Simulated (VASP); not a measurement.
The system is EuGa2.

```xyz
3
Lattice="4.2874 0.0000 0.0000 -2.1437 3.7130 0.0000 0.0000 0.0000 4.6422" Properties=species:S:1:pos:R:3 pbc="T T T"
Eu    0.0000    0.0000    0.0000
Ga    0.0000    2.4753    2.3211
Ga    2.1437    1.2377    2.3211
```

Base run:

```yaml
Program: VASP 6.6.1
Functional: LDA
Potentials_or_basis: VASP PAW PBE potentials, release 64 (Eu, Ga_d)
Cutoff: 600 eV
k_mesh: 8 × 8 × 6
Occupations: gaussian, width 0.05 eV
Spin: collinear spin, ferromagnetic start
Starting_moments: "[7.0, 0.0, 0.0] μB"
Hubbard_terms: Eu f U = 7.0 eV
```

Its results: pressure -3.0 GPa; net moment 7.17 μB per cell; site moments Eu +6.77; Ga +0.00 μB.

Q: The run is repeated on the same cell with these changes: k mesh from 8 × 8 × 6 to 4 × 4 × 3. What comes out?

A: Pressure -3.3 GPa; net moment 7.04 μB per cell; site moments Eu +6.76; Ga -0.01 μB.

Caveats: some runs use coarse meshes; the PAW data sets were made with another functional, which shifts forces and pressure a little; the cell stands under tension (at least some runs).
